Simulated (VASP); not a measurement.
# HgH (P-6m2) in VASP: a series of runs

HgH is run at these levels: PBE; tasks: single point, relaxation of cell and atoms.

Program: VASP 6.6.1. These are calculated values, not measurements. Logs are shortened: lines on timing, memory, paths and dates and some standing lists are left out, and cuts for length are marked.

## (1) The cell of the first run

Symmetry: P-6m2, No. 187, hexagonal system. The conventional cell has a = 3.217 Å, b = 3.217 Å, c = 3.138 Å, α = 90.00°, β = 90.00°, γ = 120.00°. Hg (site symmetry -6m2) has 6 H at 2.43 Å and 2 Hg at 3.14 Å within 3.2 Å. Within 3.2 Å of H (site symmetry -6m2) lie 6 Hg at 2.43 Å and 2 H at 3.14 Å.

## (2) Single point, PBE

File INCAR:

```
ALGO = Normal
EDIFF = 1E-6
ENCUT = 520
GGA = PE
ISIF = 2
ISMEAR = 0
LASPH = True
LCHARG = False
LREAL = False
LWAVE = False
NBANDS = 14
NELM = 80
PREC = Accurate
SIGMA = 0.1
```

File KPOINTS:

```
k-points
0
Gamma
  6 6 6
```

File POSCAR:

```
HgH
1.0
    3.2172217378      0.0000000000      0.0000000000
   -1.6086108689      2.7861957546      0.0000000000
    0.0000000000      0.0000000000      3.1379127013
Hg H
1 1
Direct
    0.0000000000      0.0000000000      0.0000000000
    0.6666666667      0.3333333333      0.5000000000
```

Potentials or basis: VASP PAW PBE potentials, release 64 (Hg, H).

Command:

```bash
$ cat potpaw_PBE.64/Hg/POTCAR potpaw_PBE.64/H/POTCAR > POTCAR
$ mpirun -np 1 vasp_std > vasp.out
```

OUTCAR:

```text
EDIFF = 1E-6
   ENCUT = 520
   GGA = PE
   ISIF = 2
   ISMEAR = 0
   LASPH = True
   LREAL = False
   NELM = 80
   PREC = Accurate

 ion  position               nearest neighbor table
   1  0.000  0.000  0.000-
   2  0.667  0.333  0.500-

  LATTYP: Found a hexagonal cell.
 ALAT       =     3.2172217378
 C/A-ratio  =     0.9753485949

  Lattice vectors:

 A1 = (   3.2172217378,   0.0000000000,   0.0000000000)
 A2 = (  -1.6086108689,   2.7861957546,   0.0000000000)
 A3 = (   0.0000000000,   0.0000000000,   3.1379127013)

Analysis of symmetry for initial positions (statically):
=====================================================================
 Subroutine PRICEL returns:
 Original cell was already a primitive cell.

 Routine SETGRP: Setting up the symmetry group for a
 hexagonal supercell.

 Subroutine GETGRP returns: Found 12 space group operations
 (whereof 12 operations were pure point group operations)
 out of a pool of 24 trial point group operations.

The static configuration has the point symmetry D_3h.

Analysis of symmetry for dynamics (positions and initial velocities):
=====================================================================
 Subroutine PRICEL returns:
 Original cell was already a primitive cell.

 Routine SETGRP: Setting up the symmetry group for a
 hexagonal supercell.

 Subroutine GETGRP returns: Found 12 space group operations
 (whereof 12 operations were pure point group operations)
 out of a pool of 24 trial point group operations.

The dynamic configuration has the point symmetry D_3h.

 Subroutine INISYM returns: Found 12 space group operations
 (whereof 12 operations are pure point group operations),
 and found     1 'primitive' translations

----------------------------------------------------------------------------------------

                                     Primitive cell

  volume of cell :      28.1277

  direct lattice vectors                    reciprocal lattice vectors
     3.217221738  0.000000000  0.000000000     0.310827192  0.179456163  0.000000000
    -1.608610869  2.786195755  0.000000000     0.000000000  0.358912326  0.000000000
     0.000000000  0.000000000  3.137912701     0.000000000  0.000000000  0.318683181

  length of vectors
     3.217221738  3.217221738  3.137912701     0.358912326  0.358912326  0.318683181

  position of ions in fractional coordinates (direct lattice)
     0.000000000  0.000000000  0.000000000
     0.666666667  0.333333333  0.500000000

  ion indices of the primitive-cell ions
   primitive index   ion index
                 1           1
                 2           2

----------------------------------------------------------------------------------------

 KPOINTS: k-points

Automatic generation of k-mesh.
 Grid dimensions read from file:
 generate k-points for:    6    6    6

 Generating k-lattice:

  Cartesian coordinates                     Fractional coordinates (reciprocal lattice)
     0.051804532  0.029909361  0.000000000     0.166666667  0.000000000  0.000000000
     0.000000000  0.059818721  0.000000000     0.000000000  0.166666667  0.000000000
     0.000000000  0.000000000  0.053113863     0.000000000  0.000000000  0.166666667

  Length of vectors
     0.059818721  0.059818721  0.053113863

  Shift w.r.t. Gamma in fractional coordinates (k-lattice)
     0.000000000  0.000000000  0.000000000

 Subroutine IBZKPT returns following result:
 ===========================================

 Found     28 irreducible k-points:

 Following reciprocal coordinates:
            Coordinates               Weight
  0.000000  0.000000  0.000000      1.000000
  0.166667 -0.000000  0.000000      6.000000
  0.333333 -0.000000  0.000000      6.000000
  0.500000  0.000000  0.000000      3.000000
  0.166667  0.166667  0.000000      6.000000
  0.333333  0.166667  0.000000     12.000000
[... 16 lines left out ...]
  0.166667 -0.000000  0.500000      6.000000
  0.333333 -0.000000  0.500000      6.000000
 [... further k-points ...]
   k-points           NKPTS =     28   k-points in BZ     NKDIM =     28   number of bands    NBANDS=     14
   number of dos      NEDOS =    301   number of ions     NIONS =      2
   total plane-waves  NPLWV =  13824
   dimension x,y,z NGX =    24 NGY =   24 NGZ =   24
   dimension x,y,z NGXF=    48 NGYF=   48 NGZF=   48
   ions per type =               1   1
   NGX,Y,Z   is equivalent  to a cutoff of  12.40, 12.40, 12.72 a.u.
   NGXF,Y,Z  is equivalent  to a cutoff of  24.80, 24.80, 25.43 a.u.
 SYSTEM =  unknown system
   PREC   = accura    normal or accurate (medium, high low for compatibility)
   ISTART =      0    job   : 0-new  1-cont  2-samecut
   ICHARG =      2    charge: 1-file 2-atom 10-const
   ISPIN  =      1    spin polarized calculation?
   LNONCOLLINEAR =      F non collinear calculations
   LSORBIT =      F    spin-orbit coupling
   LASPH  =      T    aspherical Exc in radial PAW
   ENCUT  =  520.0 eV  38.22 Ry    6.18 a.u.   5.98  5.98  5.83*2*pi/ulx,y,z
   NELM   =     80;   NELMIN=  2; NELMDL= -5     # of ELM steps
   EDIFF  = 0.1E-05   stopping-criterion for ELM
   LREAL  =      F    real-space projection
   EDIFFG = 0.1E-04   stopping-criterion for IOM
   NSW    =      0    number of steps for IOM
   IBRION =     -1    ionic relax: 0-MD 1-quasi-New 2-CG
   NFREE  =      0    steps in history (QN), initial steepest desc. (CG)
   ISIF   =      2    stress and relaxation
   ISYM   =      2    0-nonsym 1-usesym 2-fastsym
   POTIM  = 0.5000    time-step for ionic-motion
   TEBEG  =    0.0;   TEEND  =   0.0 temperature during run
   PSTRESS=    0.0 pullay stress
   NELECT =      13.0000    total number of electrons
   NUPDOWN=      -1.0000    fix difference up-down
   EMIN   =  10.00;   EMAX   =-10.00  energy-range for DOS
   EFERMI =   0.00;   METHOD = LEGACY
   ISMEAR =     0;   SIGMA  =   0.10  broadening in eV -4-tet -1-fermi 0-gaus
   EFERMI_NEDOS =   21; number of points for ismear=-14 and -15
   IALGO  =     38    algorithm
   IMIX   =      4    mixing-type and parameters
     AMIX     =   0.40;   BMIX     =  1.00
     AMIX_MAG =   1.60;   BMIX_MAG =  1.00
  volume/ion in A,a.u.               =      14.06        94.91
  Fermi-wavevector in a.u.,A,eV,Ry     =   1.265741  2.391903 21.797892  1.602100
  Thomas-Fermi vector in A             =   2.398978
   LORBIT       =      0    0 simple, 1 ext, 2 COOP (PROOUT), +10 PAW based schemes
   GGA     = PE    functional components
   LHFCALC =     F    Hartree Fock is set to
   AEXX    =    0.0000 exact exchange contribution
   IVDW    =     0    specifies the selected vdW correction
   LEPSILON=     F    determine dielectric tensor
   LRPA    =     F    only Hartree local field effects (RPA)
 non-spin polarized calculation
 Gauss-broadening in eV      SIGMA  =   0.10
  energy-cutoff  :      520.00
  volume of cell :       28.13
 maximum number of plane-waves:       774
 NGX is ok and might be reduce to    24
   NGX = 11   NGY = 11   NGZ = 11

 number of electron      12.9999998 magnetization

 Free energy of the ion-electron system (eV)
  ---------------------------------------------------
  ext. energy  EPLUGINS =         0.00000000
  ---------------------------------------------------
  free energy    TOTEN  =        -2.08763820 eV

  energy without entropy =       -2.08567403  energy(sigma->0) =       -2.08665611

 E-fermi :   2.2367     XC(G=0): -10.6148

 val. band max:        1.9718853843   @ k =   0.3333   0.3333   0.5000
 cond. band min:       2.3050669722   @ k =   0.1667   0.1667   0.3333
 fundamental gap:      0.3331815878
 Fermi energy:         2.2366612362

 k-point     1 :       0.0000    0.0000    0.0000
  band No.  band energies     occupation
      1      -7.4523      2.00000
      2      -5.4840      2.00000
      3      -4.6855      2.00000
      4      -4.6855      2.00000
      5      -3.7422      2.00000
      6      -3.7422      2.00000
      7       6.2251      0.00000
      8      10.0107      0.00000
      9      14.1676      0.00000
     10      14.1676      0.00000
     11      15.0493      0.00000
     12      18.1993      0.00000
     13      18.1993      0.00000
     14      19.4094      0.00000

 k-point     2 :       0.1667   -0.0000    0.0000
  band No.  band energies     occupation
      1      -6.9074      2.00000
      2      -5.3502      2.00000
      3      -4.7707      2.00000
      4      -4.4327      2.00000
      5      -3.9081      2.00000
      6      -3.7755      2.00000
      7       5.4728      0.00000
      8      10.8643      0.00000
      9      11.0611      0.00000
     10      12.3314      0.00000
     11      15.0089      0.00000
     12      19.7878      0.00000
     13      20.6741      0.00000
     14      22.7363      0.00000

 k-point     3 :       0.3333   -0.0000    0.0000
  band No.  band energies     occupation
      1      -5.9569      2.00000
      2      -5.2783      2.00000
      3      -4.2149      2.00000
      4      -4.0008      2.00000
      5      -3.8767      2.00000
      6      -3.8416      2.00000
      7       2.7302      0.00000
      8       8.7434      0.00000
      9      10.1534      0.00000
     10      13.0691      0.00000
     11      15.0773      0.00000
     12      20.4573      0.00000
     13      20.9948      0.00000
     14      23.5104      0.00000
[... 324 lines left out ...]
 k-point    23 :       0.1667   -0.0000    0.5000
  band No.  band energies     occupation
      1      -5.0794      2.00000
      2      -4.9917      2.00000
      3      -4.5870      2.00000
      4      -4.3366      2.00000
      5      -4.2900      2.00000
      6      -2.0648      2.00000
      7      -1.0369      2.00000
      8       9.3215      0.00000
      9      13.8413      0.00000
     10      15.9958      0.00000
     11      16.7232      0.00000
     12      17.3474      0.00000
     13      17.6390      0.00000
     14      20.7667      0.00000

 k-point    24 :       0.3333   -0.0000    0.5000
  band No.  band energies     occupation
      1      -5.6354      2.00000
      2      -5.1640      2.00000
      3      -4.4025      2.00000
      4      -3.8129      2.00000
      5      -3.7529      2.00000
      6      -0.2315      2.00000
      7       0.1523      2.00000
      8       6.7207      0.00000
      9       7.9866      0.00000
     10      13.6103      0.00000
     11      14.1052      0.00000
     12      16.9378      0.00000
     13      18.0520      0.00000
     14      24.8371      0.00000

 [... further k-points ...]

------------------------ aborting loop because EDIFF is reached ----------------------------------------

  FORCE on cell =-STRESS in cart. coord.  units (eV):
  Direction    XX          YY          ZZ          XY          YZ          ZX
  --------------------------------------------------------------------------------------
  -------------------------------------------------------------------------------------
  Total        0.4974374      0.4974374      0.0169763      0.0000000      0.0000000      0.0000000
  in kB       28.3345012     28.3345012      0.9669840      0.0000000      0.0000000      0.0000000
  external PRESSURE =      19.2119955 kB  Pullay stress =       0.0000000 kB

 VOLUME and BASIS-vectors are now :
 -----------------------------------------------------------------------------
  energy-cutoff  :      520.00
  volume of cell :       28.13
      direct lattice vectors                 reciprocal lattice vectors
     3.217221738  0.000000000  0.000000000     0.310827192  0.179456163  0.000000000
    -1.608610869  2.786195755  0.000000000     0.000000000  0.358912326  0.000000000
     0.000000000  0.000000000  3.137912701     0.000000000  0.000000000  0.318683181

 POSITION                                       TOTAL-FORCE (eV/Angst)
 -----------------------------------------------------------------------------------
      0.00000      0.00000      0.00000         0.000000      0.000000      0.000000
      1.60861      0.92873      1.56896        -0.000000     -0.000000      0.000000
 -----------------------------------------------------------------------------------
    total drift:                                0.000000     -0.000000     -0.000000

  FREE ENERGIE OF THE ION-ELECTRON SYSTEM (eV)
  ---------------------------------------------------
  free  energy   TOTEN  =        -2.0876382001 eV

  energy  without entropy=       -2.0856740258  energy(sigma->0) =       -2.08665611
```

Wall time 4.1 s (1 thread of Intel Xeon 6975P-C (Granite Rapids), shared host); peak memory 0.14 GiB.

What came out:

```
Free energy : -2.0876 eV
Pressure    : 1.9 GPa
```

Stress tensor (GPa, compression positive):
```
2.83 0.00 0.00
0.00 2.83 0.00
0.00 0.00 0.10
```

Caveat: the k points lie up to 0.38 Å⁻¹ apart; spin-orbit coupling is left out, which moves the levels of the heavy elements.

## (3) Single point, PBE

This run uses another cell than the first one, of 14.67 Å³/atom, 1.043 times its volume.

File INCAR:

```
SYSTEM = HgH
ALGO = Normal
EDIFF = 1E-6
ENCUT = 520
GGA = PE
ISIF = 2
ISMEAR = 0
LASPH = .True.
LCHARG = .True.
LELF = .True.
LREAL = .False.
LVHAR = .True.
LWAVE = .False.
NBANDS = 14
NELM = 80
PREC = Accurate
SIGMA = 0.1
```

File KPOINTS:

```
k-points
0
Gamma
  18 18 18
  0 0 0
```

File POSCAR:

```
HgH
1.0
    3.3530821183      0.0000000000      0.0000000000
   -1.6765410592      2.9038542954      0.0000000000
    0.0000000000      0.0000000000      3.0128639282
Hg H
1 1
Direct
    0.0000000000      0.0000000000      0.0000000000
    0.6666666667      0.3333333333      0.5000000000
```

Potentials or basis: VASP PAW PBE potentials, release 64 (Hg, H).

Command:

```bash
$ cat potpaw_PBE.64/Hg/POTCAR potpaw_PBE.64/H/POTCAR > POTCAR
$ mpirun -np 1 vasp_std > vasp.out
```

It took 62 s on 1 thread of Intel Xeon 6975P-C (Granite Rapids), shared host; peak memory 0.27 GiB.

It converged, with:

- Free energy: -2.1139 eV
- Pressure: 0.2 GPa

Stress tensor (GPa, compression positive):
```
0.16 0.00 0.00
0.00 0.16 0.00
0.00 0.00 0.30
```

Levels at points of the mesh, in eV from the Fermi level:
```
           k point  band 5  band 6  band 7  band 8  band 9  band 10
(0.00, 0.00, 0.00)   -5.93   -5.93    3.87    9.36   10.42    10.42
(0.50, 0.00, 0.00)   -5.95   -4.36   -2.73    5.92    6.14    13.24
(0.00, 0.00, 0.50)   -6.64   -5.04   -2.79    7.85   14.53    14.60
(0.50, 0.00, 0.50)   -5.48   -1.24    0.91    1.59    2.84    10.03
```

Caveat: spin-orbit coupling is left out, which moves the levels of the heavy elements.

## (4) Relaxation of cell and atoms, PBE

File INCAR:

```
SYSTEM = HgH
ALGO = Normal ; EDIFF = 1E-6
EDIFFG = -0.01 ; ENCUT = 600
GGA = PE ; IBRION = 2
ISIF = 3 ; ISMEAR = 0
LASPH = .TRUE. ; LCHARG = .FALSE.
LREAL = .FALSE. ; LWAVE = .FALSE.
NELM = 60 ; NSW = 100
PREC = Accurate ; SIGMA = 0.1
```

File KPOINTS:

```
k-points
0
G
  18 18 18
  0 0 0
```

File POSCAR:

```
HgH
1.0
    3.2172217378      0.0000000000      0.0000000000
   -1.6086108689      2.7861957546      0.0000000000
    0.0000000000      0.0000000000      3.1379127013
Hg H
1 1
Direct
    0.0000000000      0.0000000000      0.0000000000
    0.6666666667      0.3333333333      0.5000000000
```

Command:

```bash
$ cat potpaw_PBE.64/Hg/POTCAR potpaw_PBE.64/H/POTCAR > POTCAR
$ mpirun -np 1 vasp_std > vasp.out
```

Run time: 4.1 min. Hardware: 1 thread of Intel Xeon 6975P-C (Granite Rapids), shared host; peak memory 0.29 GiB.

It converged, with:

| Quantity | Value |
| --- | --- |
| Free energy | -2.1135 eV |
| Relaxed volume | 14.74 Å³/atom |
| Relaxed cell | a = 3.355 Å, b = 3.355 Å, c = 3.024 Å, α = 90.00°, β = 90.00°, γ = 120.00° |
| Space group after relaxing (to 0.05 Å) | P-6m2 (No. 187) |
| Energy gained by relaxing | 10.5 meV/atom |
| Ionic steps | 10 |
| Pressure after relaxing | 0.0 GPa |

Step by step:
| step | energy change (eV) | largest force (eV/Å) | pressure (GPa) | volume (Å³) |
| --- | --- | --- | --- | --- |
| 1 | 0.0000 | 0.0000 | 1.91 | 28.13 |
| 2 | -0.0088 | 0.0000 | 0.60 | 28.81 |
| 3 | -0.0120 | 0.0000 | -1.15 | 29.94 |
| 4 | -0.0124 | 0.0000 | -0.79 | 29.68 |
| 5 | -0.0176 | 0.0000 | -0.64 | 29.67 |
| 6 | -0.0205 | 0.0000 | -0.40 | 29.64 |
| 7 | -0.0208 | 0.0000 | -0.27 | 29.63 |
| 8 | -0.0209 | 0.0000 | -0.19 | 29.62 |
| 9 | -0.0209 | 0.0000 | -0.23 | 29.62 |
| 10 | -0.0210 | 0.0000 | 0.01 | 29.47 |

Final structure:
```xyz
2
Lattice="3.3548 0.0000 0.0000 -1.6774 2.9053 0.0000 0.0000 0.0000 3.0239" Properties=species:S:1:pos:R:3 pbc="T T T"
Hg    3.3548    0.0000    3.0239
H     1.6774    0.9684    1.5119
```

Levels at points of the mesh, in eV from the Fermi level:
```
           k point  band 3  band 4  band 5  band 6  band 7  band 8  band 9  band 10
(0.00, 0.00, 0.00)   -6.81   -6.81   -5.92   -5.92    3.86    9.28   10.44    10.44
(0.50, 0.00, 0.00)   -6.33   -6.01   -5.93   -4.32   -2.70    5.90    6.17    13.19
(0.00, 0.00, 0.50)   -6.66   -6.61   -6.61   -5.02   -2.82    7.86   14.53    14.61
(0.50, 0.00, 0.50)   -6.79   -5.86   -5.48   -1.23    0.88    1.59    2.85    10.03
```

Caveat: spin-orbit coupling is left out, which moves the levels of the heavy elements.

## (5) Overview

```tsv
task	cell	k mesh	cutoff (eV)	gap on the mesh (eV)	pressure (GPa)
single point	a = 3.217, b = 3.217, c = 3.138 Å, angles 90.0, 90.0, 120.0°, 2 atoms	6 × 6 × 6	520	none	1.9
single point	a = 3.353, b = 3.353, c = 3.013 Å, angles 90.0, 90.0, 120.0°, 2 atoms	18 × 18 × 18	520	none	0.2
relaxation of cell and atoms	relaxed from a = 3.217, b = 3.217, c = 3.138 Å, angles 90.0, 90.0, 120.0°, 2 atoms	18 × 18 × 18	600	none	0.0
```

Alike in all rows: level PBE; potentials or basis VASP PAW PBE potentials, release 64 (Hg, H); no spin polarisation; smearing gaussian 0.1 eV.

Caveats: some runs use coarse meshes; spin-orbit coupling is left out, which moves the levels of the heavy elements.

Total energies depend on the potentials used, so only differences within one code and one set of settings carry meaning.
